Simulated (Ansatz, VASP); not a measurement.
# AlN in VASP and in Ansatz

```
CELL_PARAMETERS angstrom
0.00000 2.20126 2.20126
2.20126 0.00000 2.20126
2.20126 2.20126 0.00000
ATOMIC_POSITIONS crystal
Al 0.00000 0.02288 0.00000
N 0.75000 0.70593 0.75000
```

Change from the starting cell: mode 4 frozen in at -0.097 Å and mode 5 at -0.097 Å (largest displacements).

Alike in both runs: task single point; functional PBE; k mesh 10 × 10 × 10; occupations gaussian, width 0.05 eV; no spin polarisation.

```csv
,VASP,Ansatz
version,VASP 6.6.1,Ansatz 0.2.0
potentials or method,"VASP PAW PBE potentials, release 64 (Al, N), cutoff 520 eV","scalar-relativistic, plane waves, PAW"
valence electrons in the cell,8,8
```

|  | VASP | Ansatz | Ansatz less VASP |
| --- | --- | --- | --- |
| gap on the k mesh at the Fermi level (eV) | 2.77 | 2.78 | +0.009 |
| least direct gap on the mesh (eV) | 3.41 | 3.40 | -0.008 |
| pressure (GPa) | 5.0 | 5.1 | +0.15 |
| traceless stress, the component that is largest in VASP (GPa) | -10.20 | -10.16 | +0.034 |
| rms of the force components (eV/Å) | 1.924 | 1.920 | -0.0044 |

Atom by atom the forces differ by 0.004 eV/Å (rms over components). The functional is the same, so the differences come from potentials, cutoffs and numerics.
